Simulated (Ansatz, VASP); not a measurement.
**One calculation of CsScAgC6N6, two programs**

Contents of INCAR:

```
  PREC = Accurate
  ENCUT = 520
  EDIFF = 1E-6
  ISMEAR = 0
  SIGMA = 0.1
  LREAL = Auto
  LASPH = True
  NELM = 150
  ALGO = Normal
  ISIF = 2
  LWAVE = False
  LCHARG = False
  ISPIN = 2
  MAGMOM = 0 0 1 0 0 0 0 0 0 0 0 0 0 0 0
  LORBIT = 11
  LMAXMIX = 4
  GGA = PE
  NBANDS = 60
```

Contents of KPOINTS:

```
regular mesh
0
Gamma
  4 4 4
```

The input POSCAR:

```
CsScAgC6N6
1.0
    0.0000000000      5.3120000000      5.3120000000
    5.3120000000      0.0000000000      5.3120000000
    5.3120000000      5.3120000000      0.0000000000
Cs Sc Ag C N
1 1 1 6 6
Direct
    0.7500000000      0.7500000000      0.7500000000
    0.5000000000      0.5000000000      0.5000000000
    0.0000000000      0.0000000000      0.0000000000
    0.8096762000      0.1903238000      0.1903238000
    0.1903238000      0.1903238000      0.8096762000
    0.8096762000      0.1903238000      0.8096762000
    0.1903238000      0.8096762000      0.8096762000
    0.8096762000      0.8096762000      0.1903238000
    0.1903238000      0.8096762000      0.1903238000
    0.6995481900      0.3004518100      0.3004518100
    0.3004518100      0.3004518100      0.6995481900
    0.6995481900      0.3004518100      0.6995481900
    0.3004518100      0.6995481900      0.6995481900
    0.6995481900      0.6995481900      0.3004518100
    0.3004518100      0.6995481900      0.3004518100
```

Input for Ansatz:

```yaml
crystal:
  lattice:
    - [0.0, 5.312, 5.312]
    - [5.312, 0.0, 5.312]
    - [5.312, 5.312, 0.0]
  atoms:
    - { symbol: Cs, position: [0.75, 0.75, 0.75] }
    - { symbol: Sc, position: [0.5, 0.5, 0.5] }
    - { symbol: Ag, position: [0.0, 0.0, 0.0], spin: 1.0 }
    - { symbol: C, position: [0.8096762, 0.1903238, 0.1903238] }
    - { symbol: C, position: [0.1903238, 0.1903238, 0.8096762] }
    - { symbol: C, position: [0.8096762, 0.1903238, 0.8096762] }
    - { symbol: C, position: [0.1903238, 0.8096762, 0.8096762] }
    - { symbol: C, position: [0.8096762, 0.8096762, 0.1903238] }
    - { symbol: C, position: [0.1903238, 0.8096762, 0.1903238] }
    - { symbol: "N", position: [0.69954819, 0.30045181, 0.30045181] }
    - { symbol: "N", position: [0.30045181, 0.30045181, 0.69954819] }
    - { symbol: "N", position: [0.69954819, 0.30045181, 0.69954819] }
    - { symbol: "N", position: [0.30045181, 0.69954819, 0.69954819] }
    - { symbol: "N", position: [0.69954819, 0.69954819, 0.30045181] }
    - { symbol: "N", position: [0.30045181, 0.69954819, 0.30045181] }
basis:
  ecutwfc: 420
kpoints:
  mp_grid: { grid: [4, 4, 4] }
hamiltonian:
  xc: pbe
scf:
  occupations: { method: gaussian, width: 0.1 }
  lower_state_search: "off"
output:
  forces: true
  stress: true
  eigenvalues: true
  populations: true
magnetization:
  spin_polarized: true
```

Alike in both runs: task single point; functional PBE; k mesh 4 × 4 × 4; occupations gaussian, width 0.1 eV; collinear spin.

|  | VASP | Ansatz |
| --- | --- | --- |
| version | VASP 6.6.1 | Ansatz 0.2.0 |
| potentials or method | VASP PAW PBE potentials, release 64 (Cs_sv, Sc_sv, Ag, C, N), cutoff 520 eV | scalar-relativistic, plane waves, PAW |
| valence electrons in the cell | 85 | 93 |

|  | VASP | Ansatz | Ansatz less VASP |
| --- | --- | --- | --- |
| gap on the k mesh at the Fermi level (eV) | none | none | - |
| pressure (GPa) | 12.0 | 11.5 | -0.45 |
| rms of the force components (eV/Å) | 1.039 | 1.200 | +0.1611 |
| net moment per atom (μB) | 0.09 | 0.09 | +0.002 |
| size of the moment on the site where the two differ most (μB) | 0.09 | 0.04 | -0.047 |

Site moments also hang on the region over which each program counts them. Atom by atom the forces differ by 0.198 eV/Å (rms over components). A gap of «none» marks a metal or a gap that the smearing closes. VASP's potentials hold 85 valence electrons a cell and Ansatz's 93, so a difference there can come from the potentials and not from the codes.

Spin-orbit coupling is off throughout. Noted on VASP's run: the standard files for N, O and F lose accuracy on very short bonds.
